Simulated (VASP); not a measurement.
Wanted: the native input for a VASP 6.6.1 run.

* Task: relaxation of cell and atoms
* Functional: PBEsol
* Potentials or basis: VASP PAW PBE potentials, release 64 (Cr_pv)
* Cutoff: 600 eV
* k mesh: 24 × 24 × 24
* Occupations: gaussian, width 0.1 eV
* Spin: no spin polarisation
* Dipole correction: no
* Further INCAR settings: ALGO = Normal; EDIFF = 1e-06; IBRION = 2; EDIFFG = -0.01; NSW = 100; ISIF = 3

The structure of Cr lies in POSCAR:

```
Cr
1.0
    2.3150681020      0.0000000000      0.0000000000
    0.0000000000      2.3150681020      0.0000000000
    0.0000000000      0.0000000000      2.3150681020
Cr
1
Direct
    0.0000000000      0.0000000000      0.0000000000
```

One way to write it, as run:

INCAR

```
SYSTEM = Cr
PREC     = Accurate       ! precision mode
ENCUT    = 600            ! plane-wave cutoff, eV
EDIFF    = 1E-6           ! SCF threshold, eV
ISMEAR   = 0              ! smearing method
SIGMA    = 0.1            ! smearing width, eV
LREAL    = .FALSE.        ! projectors in reciprocal space
LASPH    = .TRUE.         ! aspherical terms in the spheres
NELM     = 80             ! most SCF steps
ALGO     = Normal         ! electronic algorithm
ISIF     = 3              ! what is computed and relaxed
LWAVE    = .FALSE.        ! write WAVECAR
LCHARG   = .FALSE.        ! write CHGCAR
GGA      = PS             ! functional
IBRION   = 2              ! ionic algorithm
NSW      = 100            ! ionic steps
EDIFFG   = -0.01          ! ionic threshold
```

KPOINTS

```
Automatic mesh
0
G
  24 24 24
  0 0 0
```

Potentials or basis: VASP PAW PBE potentials, release 64 (Cr_pv).

Run with:

```sh
$ cat potpaw_PBE.64/Cr_pv/POTCAR > POTCAR
$ mpirun -np 1 vasp_std > vasp.out
```

It gave:

```
Relaxed volume                         : 12.28 Å³/atom
Relaxed cell                           : a = 2.307 Å, b = 2.307 Å, c = 2.307 Å, α = 90.00°, β = 90.00°, γ = 90.00°
Space group after relaxing (to 0.05 Å) : Pm-3m (No. 221)
Energy gained by relaxing              : 0.9 meV/atom
Ionic steps                            : 3
Pressure after relaxing                : 0.0 GPa
Band gap on the k mesh                 : zero (band 6 reaches 11.15 eV, above the bottom of band 7 at 9.35 eV)
```

Caveat: the PAW data sets were made with another functional, which shifts forces and pressure a little; the run has no spin polarisation, though such a crystal can be magnetic.

Run time: 46 s on 1 thread of Intel(R) Xeon(R) Platinum 8559C (Emerald Rapids), on a shared host, peak memory 0.18 GiB.
